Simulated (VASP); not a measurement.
# H4CO: single point with PBE+D3(BJ)

The system is H4CO.

```xyz
36
Lattice="7.3803 0.0000 0.0000 0.0000 7.3803 0.0000 0.0000 0.0000 7.3803" Properties=species:S:1:pos:R:3 pbc="T T T"
C     7.3063    0.3620    5.4731
C     6.6637    1.1903    2.1818
C     4.5429    5.3261    5.8559
C     4.1250    4.0179    2.0142
C     3.6646    1.6485    6.0980
C     0.9055    4.3411    3.6341
O     6.8695    1.2799    6.4485
O     7.1754   -0.0649    1.7480
O     3.3391    6.0931    5.6473
O     3.1464    3.3981    1.1479
O     4.0187    0.9310    7.3104
O     1.3422    3.3889    4.5377
H     8.2094    0.6896    4.9230
H     6.1123    0.8521    6.9175
H     7.4980   -0.6243    5.8923
H     6.5078    0.2560    4.7653
H     6.4824    1.7900    1.2417
H     7.3690   -0.5760    2.5539
H     5.6359    1.0406    2.6407
H     7.3193    1.7965    2.8659
H     4.1937    4.3994    6.3272
H     3.6305    6.8838    5.1792
H     5.1107    5.1328    4.9260
H     5.2539    5.7921    6.6336
H     3.9114    5.0982    1.9694
H     3.3252    2.3873    1.0467
H     4.0293    3.6496    3.0517
H     5.1524    3.7950    1.6823
H     4.2852    2.5524    6.0696
H     3.5604    0.0928    7.2244
H     3.9324    1.0690    5.1741
H     2.6016    1.9323    6.0251
H     1.0693    3.9736    2.6258
H     1.2364    3.8425    5.4447
H    -0.2062    4.5561    3.7346
H     1.4774    5.2860    3.7480
```

* Program: VASP 6.6.1
* Task: single point
* Functional: PBE
* Dispersion: D3(BJ)
* Potentials or basis: VASP PAW PBE potentials, release 64 (C, O, H)
* Cutoff: 520 eV
* k mesh: 1 × 1 × 1
* Occupations: fermi-dirac, width 0.05 eV
* Spin: no spin polarisation

```yaml
Pressure: -0.8 GPa
Largest_force: 2.714 eV/Å
Band_gap_on_the_k_mesh: 4.52 eV
Dispersion_energy_per_atom: -0.034 eV
```

Forces in eV/Å, atoms in the order of the input:
```
C    0.298 -0.219 -0.030
C   -1.235  0.963 -0.449
C    0.516  0.083  1.270
C   -0.382 -0.675 -0.244
C    0.327  0.080 -0.369
C   -1.053  1.386 -0.817
O    0.000  0.276  0.516
O    0.381 -0.058  0.257
O    0.469 -0.510  0.242
O    0.318 -1.499 -0.032
O    0.141  1.113 -0.496
O    0.122  0.148  2.707
H   -0.286  0.297  0.448
H    0.316  0.301 -0.182
H    0.260 -0.394  0.265
H   -0.643 -0.277 -1.114
H    0.353 -0.395  0.887
H    0.046 -0.141 -0.086
H    0.789  0.275 -0.067
H   -0.299 -0.661 -0.381
H    0.110 -0.126 -0.208
H   -0.153  0.516 -0.406
H   -0.249  0.003  0.135
H   -0.800 -0.242 -0.952
H    0.199 -0.126  0.087
H   -0.036  1.905  0.315
H   -0.094  0.168 -0.014
H    0.023  0.242 -0.084
H   -0.071 -0.111  0.018
H   -0.502 -1.052  0.096
H   -0.019  0.349  0.363
H    0.178 -0.182  0.248
H    0.130 -0.181 -0.371
H    0.336 -1.191 -1.423
H    0.701 -0.049 -0.045
H   -0.192 -0.016 -0.087
```

Stress tensor (GPa, compression positive):
```
-1.83 -0.14  0.29
-0.14  0.19 -0.88
 0.29 -0.88 -0.84
```

Levels at points of the mesh, in eV from the valence-band top:
| k point | band 39 | band 40 | band 41 | band 42 | band 43 | band 44 | band 45 | band 46 |
| --- | --- | --- | --- | --- | --- | --- | --- | --- |
| (0.00, 0.00, 0.00) | -0.28 | -0.26 | -0.02 | 0.00 | 4.52 | 5.73 | 5.99 | 6.21 |

It took 40 s on 1 thread of AMD EPYC 7R43 64-Core Processor (Zen 3) (shared host), peak memory 0.35 GiB.

Caveat: the k points lie up to 0.85 Å⁻¹ apart.
